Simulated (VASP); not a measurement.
Wanted: the native input for a VASP 6.6.1 run.

```yaml
Task: single point
Functional: PBE
Dispersion: D3(BJ)
Potentials_or_basis: VASP PAW PBE potentials, release 64 (In_d, As)
Cutoff: 520 eV
k_mesh: 10 × 10 × 10
Occupations: gaussian, width 0.15 eV
Spin: no spin polarisation
Dipole_correction: no
Further_INCAR_settings: ALGO = Fast; EDIFF = 1e-07; NBANDS = 30
```

The structure of In3As lies in POSCAR:

```
In3As
1.0
    5.2924556934      0.0000000000      0.0000000000
    0.0000000000      4.6021353856      0.0000000000
    0.0000000000      0.0000000000      4.6021353856
In As
3 1
Direct
    0.0000000000      0.5000000000      0.5000000000
    0.5000000000      0.0000000000      0.5000000000
    0.5000000000      0.5000000000      0.0000000000
    0.0000000000      0.0000000000      0.0000000000
```

This cell differs from its parent crystal: strain +0.1500 x Voigt [1, 0, 0, 0, 0, 0].

One way to write it, as run:

INCAR

```
SYSTEM = In3As
ALGO = Fast
EDIFF = 1E-7
ENCUT = 520
GGA = PE
ISIF = 2
ISMEAR = 0
IVDW = 12
LASPH = .TRUE.
LCHARG = .TRUE.
LELF = .TRUE.
LREAL = .FALSE.
LVHAR = .TRUE.
LWAVE = .FALSE.
NBANDS = 30
NELM = 60
PREC = Accurate
SIGMA = 0.15
```

KPOINTS

```
k-points
0
G
  10 10 10
  0 0 0
```

Potentials or basis: VASP PAW PBE potentials, release 64 (In_d, As).

The run is started by

```bash
$ cat potpaw_PBE.64/In_d/POTCAR potpaw_PBE.64/As/POTCAR > POTCAR
$ mpirun -np 1 vasp_std > vasp.out
```

Results of the run:

* Pressure: -4.8 GPa
* Band gap on the k mesh: zero (bands 22 and 23 overlap by 3.75 eV)
* Dispersion energy per atom: -0.317 eV

Caveat: the cell differs from its parent crystal (strain +0.1500 x Voigt [1, 0, 0, 0, 0, 0]); the cell stands under tension; spin-orbit coupling is left out, which moves the levels of the heavy elements.

It took 6.3 min on 1 thread of Intel(R) Xeon(R) Platinum 8375C CPU @ 2.90GHz (Ice Lake), with other jobs on the host, peak memory 0.47 GiB.
